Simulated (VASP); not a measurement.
Input of a VASP 6.6.1 run:

The input INCAR:

```
SYSTEM = GaP
PREC = Accurate
ENCUT = 600
EDIFF = 1E-6
ISMEAR = 0
SIGMA = 0.01
LREAL = .False.
LASPH = .True.
NELM = 100
ALGO = Normal
ISIF = 3
LWAVE = .False.
LCHARG = .False.
GGA = CA
IBRION = 2
NSW = 80
EDIFFG = -0.02
```

Contents of KPOINTS:

```
regular mesh
0
Gamma
  6 6 6
  0 0 0
```

POSCAR

```
GaP
1.0
    0.0000000000      2.7252500000      2.7252500000
    2.7252500000      0.0000000000      2.7252500000
    2.7252500000      2.7252500000      0.0000000000
Ga P
1 1
Direct
    0.0000000000      0.0000000000      0.0000000000
    0.2500000000      0.2500000000      0.2500000000
```

Potentials or basis: VASP PAW LDA potentials, release 64 (Ga_d, P).

Launch:

```sh
$ cat potpaw_LDA.64/Ga_d/POTCAR potpaw_LDA.64/P/POTCAR > POTCAR
$ mpirun -np 1 vasp_std > vasp.out
```

Question: Estimate the band gap on the k mesh.

Answer: 1.43 eV, indirect (least direct gap 1.90 eV).

Question: Estimate the relaxed cell.

Answer: a = 3.814 Å, b = 3.814 Å, c = 3.814 Å, α = 60.00°, β = 60.00°, γ = 60.00°.

Question: Estimate the space group after relaxing (to 0.05 Å).

Answer: F-43m (No. 216).

Question: Predict the relaxed volume.

Answer: 19.62 Å³/atom.

Final structure:
```cif
data_structure
_symmetry_space_group_name_H-M 'P 1'
_symmetry_Int_Tables_number 1
_cell_length_a 3.8141
_cell_length_b 3.8141
_cell_length_c 3.8141
_cell_angle_alpha 60.000
_cell_angle_beta 60.000
_cell_angle_gamma 60.000
_cell_volume 39.23
loop_
_atom_site_label
_atom_site_type_symbol
_atom_site_fract_x
_atom_site_fract_y
_atom_site_fract_z
_atom_site_occupancy
Ga1 Ga 0.00000 0.00000 0.00000 1
P1 P 0.25000 0.25000 0.25000 1
```

A k mesh can miss the band edges. LDA usually gives volumes a few per cent too small.
